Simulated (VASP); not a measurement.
# Ti (P6_3/mmc) in VASP: relaxation of cell and atoms with PBE

Aim: the relaxation of cell and atoms of Ti with PBE.

All numbers are computed with VASP 6.6.1; they aren't measurements. Logs are shortened: lines on timing, memory, paths and dates and some standing lists are left out, and cuts for length are marked.

## (1) The cell of the first run

The structure is hexagonal, space group P6_3/mmc (No. 194). The conventional cell has a = 2.595 Å, b = 2.595 Å, c = 4.227 Å, α = 90.00°, β = 90.00°, γ = 120.00°. Within 3.4 Å of Ti (site symmetry -6m2) lie 12 Ti at 2.59 Å.

## (2) Relaxation of cell and atoms, PBE, target pressure 68 GPa, at which the enthalpy is minimised

The input, INCAR:

```
SYSTEM = Ti
PREC = Accurate
ENCUT = 600
EDIFF = 1E-7
ISMEAR = -1
SIGMA = 0.1
LREAL = .False.
LASPH = .True.
NELM = 100
ALGO = Normal
ISIF = 3
LWAVE = .False.
LCHARG = .False.
GGA = PE
IBRION = 2
NSW = 32
EDIFFG = -0.005
PSTRESS = 680.0
```

The input, KPOINTS:

```
regular mesh
0
Gamma
  17 17 9
  0 0 0
```

The input, POSCAR:

```
Ti
1.0
    2.5949837598      0.0000000000      0.0000000000
   -1.2974918799      2.2473218584      0.0000000000
    0.0000000000      0.0000000000      4.2271714689
Ti
2
Direct
    0.3333333333      0.6666666667      0.2500000000
    0.6666666667      0.3333333333      0.7500000000
```

Potentials or basis: VASP PAW PBE potentials, release 64 (Ti_sv).

Run with:

```
$ cat potpaw_PBE.64/Ti_sv/POTCAR > POTCAR
$ mpirun -np 1 vasp_std > vasp.out
```

OUTCAR:

```text
SYSTEM = Ti
   PREC = Accurate
   ENCUT = 600
   EDIFF = 1E-7
   ISMEAR = -1
   LREAL = .False.
   LASPH = .True.
   NELM = 100
   ISIF = 3
   GGA = PE
   IBRION = 2
   NSW = 32
   EDIFFG = -0.005
   PSTRESS = 680.0

 ion  position               nearest neighbor table
   1  0.333  0.667  0.250-   2 2.59   2 2.59   2 2.59   2 2.59   2 2.59   2 2.59
   2  0.667  0.333  0.750-   1 2.59   1 2.59   1 2.59   1 2.59   1 2.59   1 2.59

  LATTYP: Found a hexagonal cell.
 ALAT       =     2.5949837598
 C/A-ratio  =     1.6289780053

  Lattice vectors:

 A1 = (   2.5949837598,   0.0000000000,   0.0000000000)
 A2 = (  -1.2974918799,   2.2473218584,   0.0000000000)
 A3 = (   0.0000000000,   0.0000000000,   4.2271714689)

Analysis of symmetry for initial positions (statically):
=====================================================================
 Subroutine PRICEL returns:
 Original cell was already a primitive cell.

 Routine SETGRP: Setting up the symmetry group for a
 hexagonal supercell.

 Subroutine GETGRP returns: Found 24 space group operations
 (whereof 12 operations were pure point group operations)
 out of a pool of 24 trial point group operations.

The static configuration has the point symmetry D_3d.
 The point group associated with its full space group is D_6h.

Analysis of symmetry for dynamics (positions and initial velocities):
=====================================================================
 Subroutine PRICEL returns:
 Original cell was already a primitive cell.

 Routine SETGRP: Setting up the symmetry group for a
 hexagonal supercell.

 Subroutine GETGRP returns: Found 24 space group operations
 (whereof 12 operations were pure point group operations)
 out of a pool of 24 trial point group operations.

The dynamic configuration has the point symmetry D_3d.
 The point group associated with its full space group is D_6h.

 Subroutine INISYM returns: Found 24 space group operations
 (whereof 12 operations are pure point group operations),
 and found     1 'primitive' translations

----------------------------------------------------------------------------------------

                                     Primitive cell

  volume of cell :      24.6519

  direct lattice vectors                    reciprocal lattice vectors
     2.594983760  0.000000000  0.000000000     0.385358866  0.222487045  0.000000000
    -1.297491880  2.247321858  0.000000000     0.000000000  0.444974090  0.000000000
     0.000000000  0.000000000  4.227171469     0.000000000  0.000000000  0.236564806

  length of vectors
     2.594983760  2.594983760  4.227171469     0.444974090  0.444974090  0.236564806

  position of ions in fractional coordinates (direct lattice)
     0.333333333  0.666666667  0.250000000
     0.666666667  0.333333333  0.750000000

  ion indices of the primitive-cell ions
   primitive index   ion index
                 1           1
                 2           2

----------------------------------------------------------------------------------------

 KPOINTS: regular mesh

Automatic generation of k-mesh.
 Grid dimensions read from file:
 generate k-points for:   17   17    9

 Generating k-lattice:

  Cartesian coordinates                     Fractional coordinates (reciprocal lattice)
     0.022668169  0.013087473  0.000000000     0.058823529  0.000000000  0.000000000
     0.000000000  0.026174946  0.000000000     0.000000000  0.058823529  0.000000000
     0.000000000  0.000000000  0.026284978     0.000000000  0.000000000  0.111111111

  Length of vectors
     0.026174946  0.026174946  0.026284978

  Shift w.r.t. Gamma in fractional coordinates (k-lattice)
     0.000000000  0.000000000  0.000000000

 Subroutine IBZKPT returns following result:
 ===========================================

 Found    165 irreducible k-points:

 Following reciprocal coordinates:
            Coordinates               Weight
  0.000000  0.000000  0.000000      1.000000
  0.058824 -0.000000  0.000000      6.000000
  0.117647 -0.000000  0.000000      6.000000
  0.176471 -0.000000  0.000000      6.000000
  0.235294 -0.000000  0.000000      6.000000
  0.294118 -0.000000  0.000000      6.000000
[... 16 lines left out ...]
  0.411765  0.117647  0.000000     12.000000
  0.176471  0.176471  0.000000      6.000000
 [... further k-points ...]
   k-points           NKPTS =    165   k-points in BZ     NKDIM =    165   number of bands    NBANDS=     16
   number of dos      NEDOS =    301   number of ions     NIONS =      2
   total plane-waves  NPLWV =  20736
   dimension x,y,z NGX =    24 NGY =   24 NGZ =   36
   dimension x,y,z NGXF=    48 NGYF=   48 NGZF=   72
   ions per type =               2
   NGX,Y,Z   is equivalent  to a cutoff of  15.38, 15.38, 14.16 a.u.
   NGXF,Y,Z  is equivalent  to a cutoff of  30.75, 30.75, 28.32 a.u.
 SYSTEM =  Ti
   PREC   = accura    normal or accurate (medium, high low for compatibility)
   ISTART =      0    job   : 0-new  1-cont  2-samecut
   ICHARG =      2    charge: 1-file 2-atom 10-const
   ISPIN  =      1    spin polarized calculation?
   LNONCOLLINEAR =      F non collinear calculations
   LSORBIT =      F    spin-orbit coupling
   LASPH  =      T    aspherical Exc in radial PAW
   ENCUT  =  600.0 eV  44.10 Ry    6.64 a.u.   5.18  5.18  8.44*2*pi/ulx,y,z
   NELM   =    100;   NELMIN=  2; NELMDL= -5     # of ELM steps
   EDIFF  = 0.1E-06   stopping-criterion for ELM
   LREAL  =      F    real-space projection
   EDIFFG = -.5E-02   stopping-criterion for IOM
   NSW    =     32    number of steps for IOM
   IBRION =      2    ionic relax: 0-MD 1-quasi-New 2-CG
   NFREE  =      1    steps in history (QN), initial steepest desc. (CG)
   ISIF   =      3    stress and relaxation
   ISYM   =      2    0-nonsym 1-usesym 2-fastsym
   POTIM  = 0.5000    time-step for ionic-motion
   TEBEG  =    0.0;   TEEND  =   0.0 temperature during run
   PSTRESS=  680.0 pullay stress
   NELECT =      24.0000    total number of electrons
   NUPDOWN=      -1.0000    fix difference up-down
   EMIN   =  10.00;   EMAX   =-10.00  energy-range for DOS
   EFERMI =   0.00;   METHOD = LEGACY
   ISMEAR =    -1;   SIGMA  =   0.10  broadening in eV -4-tet -1-fermi 0-gaus
   EFERMI_NEDOS =   21; number of points for ismear=-14 and -15
   IALGO  =     38    algorithm
   IMIX   =      4    mixing-type and parameters
     AMIX     =   0.40;   BMIX     =  1.00
     AMIX_MAG =   1.60;   BMIX_MAG =  1.00
  volume/ion in A,a.u.               =      12.33        83.18
  Fermi-wavevector in a.u.,A,eV,Ry     =   1.622540  3.066155 35.819172  2.632635
  Thomas-Fermi vector in A             =   2.716136
   LORBIT       =      0    0 simple, 1 ext, 2 COOP (PROOUT), +10 PAW based schemes
   GGA     = PE    functional components
   LHFCALC =     F    Hartree Fock is set to
   AEXX    =    0.0000 exact exchange contribution
   IVDW    =     0    specifies the selected vdW correction
   LEPSILON=     F    determine dielectric tensor
   LRPA    =     F    only Hartree local field effects (RPA)
 conjugate gradient relaxation of ions
 non-spin polarized calculation
  energy-cutoff  :      600.00
  volume of cell :       24.65
 maximum number of plane-waves:       841
 NGX is ok and might be reduce to    24
   NGX = 11   NGY = 11   NGZ = 17

--------------------------------------- Ionic step        1  -------------------------------------------

 number of electron      24.0000001 magnetization

 Free energy of the ion-electron system (eV)
  ---------------------------------------------------
  ext. energy  EPLUGINS =         0.00000000
  ---------------------------------------------------
  free energy    TOTEN  =       -14.04885752 eV

  energy without entropy =      -13.98880889  energy(sigma->0) =      -14.01883320

------------------------ aborting loop because EDIFF is reached ----------------------------------------

  FORCE on cell =-STRESS in cart. coord.  units (eV):
  Direction    XX          YY          ZZ          XY          YZ          ZX
  --------------------------------------------------------------------------------------
  -------------------------------------------------------------------------------------
  Total       10.2589190     10.2589190     10.2452230      0.0000000      0.0000000      0.0000000
  in kB      666.7490388    666.7490388    665.8589037      0.0000000      0.0000000      0.0000000
  external PRESSURE =     -13.5476729 kB  Pullay stress =     680.0000000 kB

 VOLUME and BASIS-vectors are now :
 -----------------------------------------------------------------------------
  energy-cutoff  :      600.00
  volume of cell :       24.65
      direct lattice vectors                 reciprocal lattice vectors
     2.594983760  0.000000000  0.000000000     0.385358866  0.222487045  0.000000000
    -1.297491880  2.247321858  0.000000000     0.000000000  0.444974090  0.000000000
     0.000000000  0.000000000  4.227171469     0.000000000  0.000000000  0.236564806
[... 46 lines left out ...]
  FREE ENERGIE OF THE ION-ELECTRON SYSTEM (eV)
  ---------------------------------------------------
  free  energy   TOTEN  =       -13.8897188127 eV

  energy  without entropy=      -13.8301152976  energy(sigma->0) =      -13.85991706

  enthalpy is  TOTEN    =        -3.5839468670 eV   P V=       10.3057719457

--------------------------------------- Ionic step        3  -------------------------------------------

 number of electron      24.0000000 magnetization

 Free energy of the ion-electron system (eV)
  ---------------------------------------------------
  ext. energy  EPLUGINS =         0.00000000
  ---------------------------------------------------
  free energy    TOTEN  =       -14.00212956 eV

  energy without entropy =      -13.94221031  energy(sigma->0) =      -13.97216994

 E-fermi :  12.5300     XC(G=0): -13.2398

 val. band max:       12.5272951893   @ k =   0.0000   0.0000   0.4444
 cond. band min:      12.5359339894   @ k =   0.1176   0.0588   0.3333
 fundamental gap:      0.0086388001
 Fermi energy:        12.5299916576

 k-point     1 :       0.0000    0.0000    0.0000
  band No.  band energies     occupation
      1     -43.9221      2.00000
      2     -43.4519      2.00000
      3     -21.0172      2.00000
      4     -19.2584      2.00000
      5     -19.2584      2.00000
      6     -19.0746      2.00000
[... 8 lines left out ...]
     15      14.2103      0.00000
     16      14.5441      0.00000
[... 419 lines left out ...]
 k-point    24 :       0.1765    0.1765    0.0000
  band No.  band energies     occupation
      1     -43.6331      2.00000
      2     -43.3336      2.00000
      3     -20.5067      2.00000
      4     -20.1062      2.00000
      5     -20.0942      2.00000
      6     -19.5463      2.00000
[... 8 lines left out ...]
     15      14.3011      0.00000
     16      15.1034      0.00000

 [... further k-points ...]
[... 5 lines left out ...]
  --------------------------------------------------------------------------------------
  -------------------------------------------------------------------------------------
  Total       10.4091153     10.4091153     10.4216007     -0.0000000     -0.0000000      0.0000000
  in kB      679.5761209    679.5761209    680.3912461     -0.0000000     -0.0000000      0.0000000
  external PRESSURE =      -0.1521707 kB  Pullay stress =     680.0000000 kB

 VOLUME and BASIS-vectors are now :
 -----------------------------------------------------------------------------
  energy-cutoff  :      600.00
  volume of cell :       24.54
      direct lattice vectors                 reciprocal lattice vectors
     2.591161561  0.000000000  0.000000000     0.385927306  0.222815234 -0.000000000
    -1.295580780  2.244011737  0.000000000     0.000000000  0.445630468 -0.000000000
     0.000000000  0.000000000  4.220526940     0.000000000 -0.000000000  0.236937239

 POSITION                                       TOTAL-FORCE (eV/Angst)
 -----------------------------------------------------------------------------------
     -0.00000      1.49601      1.05513        -0.000000      0.000000      0.000000
      1.29558      0.74800      3.16540         0.000000     -0.000000      0.000000
 -----------------------------------------------------------------------------------
    total drift:                               -0.000000      0.000000     -0.000000

  FREE ENERGIE OF THE ION-ELECTRON SYSTEM (eV)
  ---------------------------------------------------
  free  energy   TOTEN  =       -14.0021295620 eV

  energy  without entropy=      -13.9422103143  energy(sigma->0) =      -13.97216994

  enthalpy is  TOTEN    =        -3.5865216336 eV   P V=       10.4156079284

 reached required accuracy - stopping structural energy minimisation
```

It took 81 s on 1 thread of Intel Xeon 6975P-C (Granite Rapids), shared host; peak memory 0.21 GiB.

Results:

```yaml
Free_energy: -14.0021 eV
Relaxed_volume: 12.27 Å³/atom
Relaxed_cell: a = 2.591 Å, b = 2.591 Å, c = 4.221 Å, α = 90.00°, β = 90.00°, γ = 120.00°
Space_group_after_relaxing_to_0.1_Å: P6_3/mmc (No. 194)
Energy_change_on_relaxing_the_run_minimises_the_enthalpy: +23.4 meV/atom
Ionic_steps: 3
Pressure_after_relaxing: 68.0 GPa
Band_gap_on_the_k_mesh: zero (bands 12 and 13 overlap by 1.34 eV)
```

Stress tensor (GPa, compression positive):
```
67.96  0.00  0.00
 0.00 67.96  0.00
 0.00  0.00 68.04
```

The path:
| step | energy change (eV) | largest force (eV/Å) | pressure (GPa) | volume (Å³) |
| --- | --- | --- | --- | --- |
| 1 | 0.0000 | 0.0000 | 66.65 | 24.65 |
| 2 | 0.1591 | 0.0000 | 71.21 | 24.28 |
| 3 | 0.0467 | 0.0000 | 67.98 | 24.54 |

Final structure:
```xyz
2
Lattice="2.5912 0.0000 0.0000 -1.2956 2.2440 0.0000 0.0000 0.0000 4.2205" Properties=species:S:1:pos:R:3 pbc="T T T"
Ti    0.0000    1.4960    1.0551
Ti    1.2956    0.7480    3.1654
```

Caveat: the cell is relaxed towards a set pressure, so the run minimises the enthalpy, not the energy.
